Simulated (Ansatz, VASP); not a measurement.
**Two plane-wave programs on SnO2**

File POSCAR:

```
SnO2
1.0
    4.7602164773      0.0000000000      0.0000000000
    0.0000000000      4.7602164773      0.0000000000
    0.0000000000      0.0000000000      3.2005650988
Sn O
2 4
Direct
    0.0000000000      0.0000000000      0.0000000000
    0.5000000000      0.5000000000      0.5000000000
    0.3337457026      0.3337457026      0.0000000000
    0.2219587058      0.8337457026      0.5000000000
    0.7219587058      0.7219587058      0.0000000000
    0.8337457026      0.2219587058      0.5000000000
```

File INCAR.step1:

```
SYSTEM = SnO2
  PREC = Accurate
  ENCUT = 520
  ISMEAR = 0
  SIGMA = 0.05
  LREAL = .False.
  LASPH = .True.
  NELM = 100
  NBANDS = 35
  GGA = PE
  ALGO = Normal
  EDIFF = 1E-4
  LWAVE = .True.
  LCHARG = .False.
```

File INCAR.step2:

```
SYSTEM = SnO2
  PREC = Accurate
  ENCUT = 520
  EDIFF = 1E-6
  ISMEAR = 0
  SIGMA = 0.05
  LREAL = .False.
  LASPH = .True.
  NELM = 100
  ALGO = Normal
  ISIF = 2
  LWAVE = .False.
  LCHARG = .False.
  METAGGA = R2SCAN
  LMIXTAU = .True.
  NBANDS = 35
  ISTART = 1
```

File KPOINTS:

```
Automatic mesh
0
Gamma
  6 6 8
  0 0 0
```

Input for Ansatz:

```yaml
crystal:
  lattice:
    - [4.7602164794, 0.0, 0.0]
    - [0.0, 4.7602164794, 0.0]
    - [0.0, 0.0, 3.2005650981]
  atoms:
    - { symbol: Sn, position: [0.0, 0.0, 0.0] }
    - { symbol: Sn, position: [0.5, 0.5, 0.5] }
    - { symbol: O, position: [0.3337457025, 0.3337457025, 0.0] }
    - { symbol: O, position: [0.2219587059, 0.8337457025, 0.5] }
    - { symbol: O, position: [0.7219587059, 0.7219587059, 0.0] }
    - { symbol: O, position: [0.8337457025, 0.2219587059, 0.5] }
basis:
  ecutwfc: 500
kpoints:
  mp_grid: { grid: [6, 6, 8] }
hamiltonian:
  xc: r2scan
scf:
  occupations: { method: gaussian, width: 0.05 }
output:
  forces: true
  stress: true
  eigenvalues: true
```

Change from the starting cell: all O atoms moved +0.188 Å, as atom 3 towards its neighbour atom 5 (O) at 2.613 Å.

Alike in both runs: task single point; functional r2SCAN; k mesh 6 × 6 × 8; occupations gaussian, width 0.05 eV; no spin polarisation.

|  | VASP | Ansatz |
| --- | --- | --- |
| version | VASP 6.6.1 | Ansatz 0.2.0 |
| potentials or method | VASP PAW PBE potentials, release 64 (Sn_d, O), cutoff 520 eV | scalar-relativistic, plane waves, PAW |
| valence electrons in the cell | 52 | 52 |

Ansatz gave:

| Property | Result |
| --- | --- |
| gap on the k mesh at the Fermi level (eV) | 1.81 |
| least direct gap on the mesh (eV) | 1.81 |
| pressure (GPa) | 4.1 |
| traceless stress, the component that is largest in VASP (GPa) | 5.79 |
| rms of the force components (eV/Å) | 1.491 |

Q: Estimate VASP's values.

A: gap on the k mesh at the Fermi level (eV): 1.82; least direct gap on the mesh (eV): 1.82; pressure (GPa): 5.3; traceless stress, the component that is largest in VASP (GPa): 5.83; rms of the force components (eV/Å): 1.541.

VASP's potentials were made for PBE, not for r2SCAN. Atom by atom the forces differ by 0.052 eV/Å (rms over components).
